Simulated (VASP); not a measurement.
CuI:

```
CELL_PARAMETERS angstrom
0.00000 2.96962 2.96962
2.96962 0.00000 2.96962
2.96962 2.96962 0.00000
ATOMIC_POSITIONS crystal
I 0.00000 0.00000 0.00000
Cu 0.75000 0.75000 0.75000
```

Program: VASP 6.6.1. Alike in all runs: task single point; potentials or basis VASP PAW PBE potentials, release 64 (I, Cu); no spin polarisation; cell as given; cutoff (eV) 520; smearing fermi-dirac 0.05 eV.

Question: Order these runs on this cell by their pressure, lowest first.
A. level SVWN5; k mesh 8 × 8 × 8
B. level HF; k mesh 4 × 4 × 4; grid for exact exchange (PRECFOCK) Normal; share of exact exchange 1
C. level RPBE; k mesh 8 × 8 × 8
D. level PBE+D3(BJ); k mesh 8 × 8 × 8

Answer: A (-1.9 GPa), D (0.8 GPa), C (5.5 GPa), B (12.1 GPa).

Caveats: some runs use coarse meshes; the PAW data sets were made with another functional, which shifts forces and pressure a little (at least some runs); the cell stands under pressure (at least some runs).
